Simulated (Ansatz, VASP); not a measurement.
CO2: VASP beside Ansatz

```
C O
1.0
     5.62000    0.00000    0.00000
     0.00000    5.62000    0.00000
     0.00000    0.00000    5.62000
C O
4 8
Direct
  0.00000 0.00000 0.00000
  0.50000 0.00000 0.50000
  0.50000 0.50000 0.00000
  0.00000 0.50000 0.50000
  0.12002 0.12002 0.12002
  0.37998 0.87998 0.62002
  0.62002 0.37998 0.87998
  0.87998 0.62002 0.37998
  0.87998 0.87998 0.87998
  0.62002 0.12002 0.37998
  0.37998 0.62002 0.12002
  0.12002 0.37998 0.62002
```

Alike in both runs: functional PBE; k mesh 4 × 4 × 4; occupations fermi-dirac, width 0.02 eV; no spin polarisation.

Ansatz relaxed the structure, and its values are those at the end. VASP's run is a single point on that final structure, the one shown.

```csv
,VASP,Ansatz
version,VASP 6.6.1,Ansatz 0.2.0
potentials or method,"VASP PAW PBE potentials, release 64 (C, O)","plane-wave PAW, scalar-relativistic"
plane-wave cutoff (eV),520,420
valence electrons in the cell,64,64
```

Ansatz gave:

| Item | Value |
| --- | --- |
| gap on the k mesh at the Fermi level (eV) | 6.79 |
| pressure (GPa) | 1.4 |
| rms of the force components (eV/Å) | 0.009 |

Task: Which values does VASP return?

Result: gap on the k mesh at the Fermi level (eV): 6.77; pressure (GPa): 2.9; rms of the force components (eV/Å): 0.308.

One of these differences is far larger than is usual between the two programs; its cause wasn't traced. Ansatz's warnings: stress scf threshold loose.

Noted on VASP's run: the standard files for N, O and F lose accuracy on very short bonds.
